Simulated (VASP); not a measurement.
Write the native input for VASP 6.6.1 that does the following.

- Task: relaxation of cell and atoms
- Functional: PBE-based screened hybrid with 25 % exact exchange
- Potentials or basis: VASP PAW PBE potentials, release 64 (V_sv)
- Cutoff: 600 eV
- k mesh: 6 × 6 × 6
- Occupations: fermi-dirac, width 0.05 eV
- Spin: collinear spin, ferromagnetic start
- Starting moments: [2.0] μB
- Dipole correction: no
- Grid for exact exchange (PRECFOCK): Normal
- Share of exact exchange: 0.25
- Further INCAR settings: ALGO = Normal; EDIFF = 1e-06; IBRION = 2; EDIFFG = -0.01; NSW = 60; ISIF = 3
- Screening parameter: 0.3 1/Å

Crystal: V.

```
V
1.0
    -1.51435    1.51435    1.51435
     1.51435   -1.51435    1.51435
     1.51435    1.51435   -1.51435
V
1
Direct
  0.00000 0.00000 0.00000
```

One way to write it, as run:

POSCAR

```
V
1.0
   -1.5143500000      1.5143500000      1.5143500000
    1.5143500000     -1.5143500000      1.5143500000
    1.5143500000      1.5143500000     -1.5143500000
V
1
Direct
    0.0000000000      0.0000000000      0.0000000000
```

INCAR.step1

```
SYSTEM = V
  PREC = Accurate
  ENCUT = 600
  EDIFF = 1E-5
  ISMEAR = -1
  SIGMA = 0.05
  LREAL = .False.
  LASPH = .True.
  NELM = 150
  ALGO = Normal
  LWAVE = .True.
  LCHARG = .False.
  ISPIN = 2
  MAGMOM = 2
  LORBIT = 11
  LMAXMIX = 4
  GGA = PE
  NBANDS = 16
```

INCAR.step2

```
SYSTEM = V
  PREC = Accurate
  ENCUT = 600
  EDIFF = 1E-6
  ISMEAR = -1
  SIGMA = 0.05
  LREAL = .False.
  LASPH = .True.
  NELM = 150
  ALGO = Normal
  ISIF = 3
  LWAVE = .False.
  LCHARG = .False.
  ISPIN = 2
  MAGMOM = 2
  LORBIT = 11
  LMAXMIX = 4
  GGA = PE
  LHFCALC = .True.
  AEXX = 0.25
  HFSCREEN = 0.3
  PRECFOCK = Normal
  IBRION = 2
  NSW = 60
  EDIFFG = -0.01
  ISTART = 1
```

KPOINTS

```
regular mesh
0
Gamma
  6 6 6
  0 0 0
```

Potentials or basis: VASP PAW PBE potentials, release 64 (V_sv).

The run is started by

```sh
$ cat potpaw_PBE.64/V_sv/POTCAR > POTCAR
$ cp INCAR.step1 INCAR
$ mpirun -np 1 vasp_std > vasp.out
$ cp INCAR.step2 INCAR
$ mpirun -np 1 vasp_std > vasp.out
```

Results of the run:

```json
{
  "Relaxed volume": "13.36 Å³/atom",
  "Relaxed cell": "a = 2.589 Å, b = 2.589 Å, c = 2.589 Å, α = 109.47°, β = 109.47°, γ = 109.47°",
  "Space group after relaxing (to 0.1 Å)": "Im-3m (No. 229)",
  "Energy gained by relaxing": "12.2 meV/atom",
  "Ionic steps": "3",
  "Pressure after relaxing": "0.1 GPa",
  "Net moment": "0.78 μB per cell",
  "Site moments": "V +0.67 μB",
  "Valence electrons inside the program's atomic spheres": "V 11.61"
}
```

Caveat: the k points lie up to 0.50 Å⁻¹ apart in the final cell; the PAW data sets were made with another functional, which shifts forces and pressure a little.

It took 48 min on 1 thread of AMD EPYC 7R13 Processor (Zen 3), with other jobs on the host, peak memory 0.24 GiB.
